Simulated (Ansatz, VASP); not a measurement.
## Si5P2 in VASP and in Ansatz

```
CELL_PARAMETERS angstrom
3.68641 0.00000 0.00000
-1.84320 3.19252 0.00000
0.00000 0.00000 26.57501
ATOMIC_POSITIONS crystal
Si 0.66667 0.33333 0.89516
Si 0.33333 0.66667 0.10484
Si 0.33333 0.66667 0.01633
Si 0.66667 0.33333 0.98367
Si 0.66667 0.33333 0.33437
Si 0.00000 0.00000 0.45558
Si 0.66667 0.33333 0.42289
Si 0.33333 0.66667 0.66563
Si 0.00000 0.00000 0.54442
Si 0.33333 0.66667 0.57711
P 0.00000 0.00000 0.85909
P 0.00000 0.00000 0.14091
P 0.33333 0.66667 0.29825
P 0.66667 0.33333 0.70175
```

Alike in both runs: functional PBE; k mesh 12 × 12 × 1; no spin polarisation.

Ansatz relaxed the structure, and its values are those at the end. VASP's run is a single point on that final structure, the one shown.

|  | VASP | Ansatz |
| --- | --- | --- |
| version | VASP 6.6.1 | Ansatz 0.2.0 |
| potentials or method | VASP PAW PBE potentials, release 64 (Si, P), cutoff 520 eV | scalar-relativistic, plane waves, PAW |
| occupations | gaussian, width 0.01 eV | fixed |
| valence electrons in the cell | 60 | 60 |

```tsv
	VASP	Ansatz	Ansatz less VASP
gap on the k mesh at the Fermi level (eV)	0.66	0.65	-0.005
least direct gap on the mesh (eV)	1.33	1.32	-0.016
pressure (GPa)	-0.1	0.0	+0.10
rms of the force components (eV/Å)	0.006	0.000	-0.0053
```
